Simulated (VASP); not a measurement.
A run of VASP 6.6.1:

INCAR

```
SYSTEM = Pd
PREC = Accurate
ENCUT = 520
EDIFF = 1E-6
ISMEAR = 0
SIGMA = 0.15
LREAL = .False.
LASPH = .True.
NELM = 80
ALGO = Normal
ISIF = 2
LWAVE = .False.
LCHARG = .False.
GGA = PE
NBANDS = 11
```

KPOINTS

```
Automatic mesh
0
Gamma
  20 20 20
  0 0 0
```

The input POSCAR:

```
Pd
1.0
    0.0000000000      2.0421450000      1.8962775000
    2.0421450000      0.0000000000      1.8962775000
    2.0421450000      2.0421450000      0.0000000000
Pd
1
Direct
    0.0000000000      0.0000000000      0.0000000000
```

Potentials or basis: VASP PAW PBE potentials, release 64 (Pd).

The run is started by

```sh
$ cat potpaw_PBE.64/Pd/POTCAR > POTCAR
$ mpirun -np 1 vasp_std > vasp.out
```

Hardware: 1 thread of AMD EPYC 7R43 64-Core Processor (Zen 3), on a shared host.

Problem. Estimate the wall time of this run.

Solution. It took 2.5 min on 1 thread of AMD EPYC 7R43 64-Core Processor (Zen 3), on a shared host, peak memory 0.2 GiB. Counts: scf iterations 11, k points 641.
